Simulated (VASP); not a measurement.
Wanted: the native input for a VASP 6.6.1 run.

- Task: single point
- Functional: PBE
- Potentials or basis: VASP PAW PBE potentials, release 64 (Be, C)
- Cutoff: 600 eV
- k mesh: 12 × 12 × 12
- Occupations: gaussian, width 0.02 eV
- Spin: no spin polarisation
- Dipole correction: no
- Further INCAR settings: ALGO = Normal; EDIFF = 1e-06; NBANDS = 11

The structure of Be2C lies in POSCAR:

```
Be2C
1.0
    0.0000000000      2.2414028500      2.2414028500
    2.2414028500      0.0000000000      2.2414028500
    2.2414028500      2.2414028500      0.0000000000
Be C
2 1
Direct
    0.2500000000      0.2500000000      0.2500000000
    0.7500000000      0.7500000000      0.7500000000
    0.0000000000      0.0000000000      0.0000000000
```

This cell differs from its parent crystal: strained.

These files were run (other wordings do the same):

INCAR

```
PREC     = Accurate       # precision mode
ENCUT    = 600            # plane-wave cutoff, eV
EDIFF    = 1E-6           # SCF threshold, eV
ISMEAR   = 0              # smearing method
SIGMA    = 0.02           # smearing width, eV
LREAL    = F              # projectors in reciprocal space
LASPH    = T              # aspherical terms in the spheres
NELM     = 120            # most SCF steps
ALGO     = Normal         # electronic algorithm
ISIF     = 2              # what is computed and relaxed
LWAVE    = F              # write WAVECAR
LCHARG   = T              # write CHGCAR
GGA      = PE             # functional
LELF     = T              # ELF
LVHAR    = T            
NBANDS   = 11             # bands
GGA_COMPAT= F
```

KPOINTS

```
Automatic mesh
0
Gamma
  12 12 12
```

Potentials or basis: VASP PAW PBE potentials, release 64 (Be, C).

The run is started by

```sh
$ cat potpaw_PBE.64/Be/POTCAR potpaw_PBE.64/C/POTCAR > POTCAR
$ mpirun -np 1 vasp_std > vasp.out
```

Results of the run:

- Pressure: -17.4 GPa
- Band gap on the k mesh: 1.11 eV (least direct gap 3.93 eV)

Caveat: the cell differs from its parent crystal (strained); the cell stands under tension.

Run time: 41 s on 1 thread of Intel Xeon 8259CL (shared host), peak memory 0.16 GiB.
